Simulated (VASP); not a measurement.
## BAs: single point with PBE

Crystal: BAs.

```
B As
1.0
     0.00000    2.39187    2.39187
     2.39187    0.00000    2.39187
     2.39187    2.39187    0.00000
B As
1 1
Direct
  0.00000 0.00000 0.00000
  0.25000 0.25000 0.25000
```

```
Program             : VASP 6.6.1
Task                : single point
Functional          : PBE
Potentials or basis : VASP PAW PBE potentials, release 64 (B, As)
Cutoff              : 520 eV
k mesh              : 8 × 8 × 8
Occupations         : gaussian, width 0.01 eV
Spin                : no spin polarisation
```

- Pressure: 2.8 GPa
- Band gap on the k mesh: 1.19 eV, indirect (least direct gap 3.27 eV)

Levels at points of the mesh, in eV from the valence-band top:
```tsv
k point	band 2	band 3	band 4	band 5	band 6	band 7
(0.00, 0.00, 0.00)	0.00	0.00	0.00	3.27	3.27	3.27
(0.50, 0.00, 0.00)	-8.76	-1.81	-1.81	2.67	4.78	4.78
(0.50, 0.50, 0.00)	-8.51	-4.06	-4.06	1.43	1.44	11.33
```

It took 6.5 s on 1 thread of Intel(R) Xeon(R) Platinum 8488C (Sapphire Rapids), with other jobs on the host, peak memory 0.16 GiB.

A k mesh can miss the band edges.
